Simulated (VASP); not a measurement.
The system is TaN.

```
Ta N
1.0
     5.19100    0.00000    0.00000
    -2.59550    4.49554    0.00000
     0.00000    0.00000    2.90800
Ta N
3 3
Direct
  0.00000 0.00000 0.00000
  0.33333 0.66667 0.50000
  0.66667 0.33333 0.50000
  0.50000 0.00000 0.00000
  0.50000 0.50000 0.00000
  0.00000 0.50000 0.00000
```

| Quantity | Value |
| --- | --- |
| Program | VASP 6.6.1 |
| Task | relaxation of cell and atoms |
| Functional | r2SCAN |
| Potentials or basis | VASP PAW PBE potentials, release 64 (Ta_pv, N) |
| Cutoff | 600 eV |
| k mesh | 5 × 5 × 7 |
| Occupations | gaussian, width 0.05 eV |
| Spin | no spin polarisation |

At the start: pressure 6.8 GPa; volume 11.31 Å³/atom.

Q: Where does the relaxation end?

A: Over 5 steps the energy falls by 6.9 meV/atom and the volume is 11.59 Å³/atom (+2.4 %); space group P6/mmm (No. 191, to 0.1 Å) before and after.

The path:
```csv
step,energy change (eV),largest force (eV/Å),pressure (GPa),volume (Å³)
1,0.0000,0.0000,6.82,67.86
2,0.0962,0.0000,-13.17,72.69
3,-0.0353,0.0000,-0.66,69.47
4,-0.0398,0.0000,0.24,69.55
5,-0.0416,0.0000,-0.09,69.52
```

Final structure:
```xyz
6
Lattice="5.2577 0.0000 0.0000 -2.6289 4.5533 0.0000 0.0000 0.0000 2.9039" Properties=species:S:1:pos:R:3 pbc="T T T"
Ta    0.0000    0.0000    0.0000
Ta    0.0000    3.0356    1.4520
Ta    2.6289    1.5178    1.4520
N     2.6289    0.0000    0.0000
N     1.3144    2.2767    0.0000
N    -1.3144    2.2767    0.0000
```

Caveat: the PAW data sets were made with another functional, which shifts forces and pressure a little.
